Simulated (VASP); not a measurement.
Runs of VASP 6.6.1 on Be3NbP. The structure is that of space group Pm-3m (No. 221), or close to it. The cells are those of the table. The cell was built from a structure type or drawn by symmetry, and may not be a known phase.

```tsv
task	spin	cell	k mesh	gap on the mesh (eV)	pressure (GPa)	moment (μB)
single point	collinear	a = 4.008 Å, 5 atoms	4 × 4 × 4	none	0.8	0.83
single point	off	a = 4.008 Å, 5 atoms	6 × 6 × 6	none	(b)	-
single point	off	a = 3.697 Å, 5 atoms	6 × 6 × 6	none	(a)	-
relaxation of cell and atoms	off	relaxed from a = 3.697 Å, 5 atoms	6 × 6 × 6	none	0.3	-
single point	collinear	a = 4.012 Å, 5 atoms	10 × 10 × 10	none	0.0	0.00
```

Alike in all rows: level PBE; potentials or basis VASP PAW PBE potentials, release 64 (Be, Nb_sv, P); cutoff (eV) 600; smearing gaussian 0.1 eV.

Fill in the values left out.

(a) 39.4; (b) 0.2.

Caveats: some runs use coarse meshes; the cell stands under pressure (at least some runs).

A k mesh can miss the band edges, and the runs leave out spin-orbit coupling on Nb.

A gap of «none» marks levels without a gap at the run's occupations.
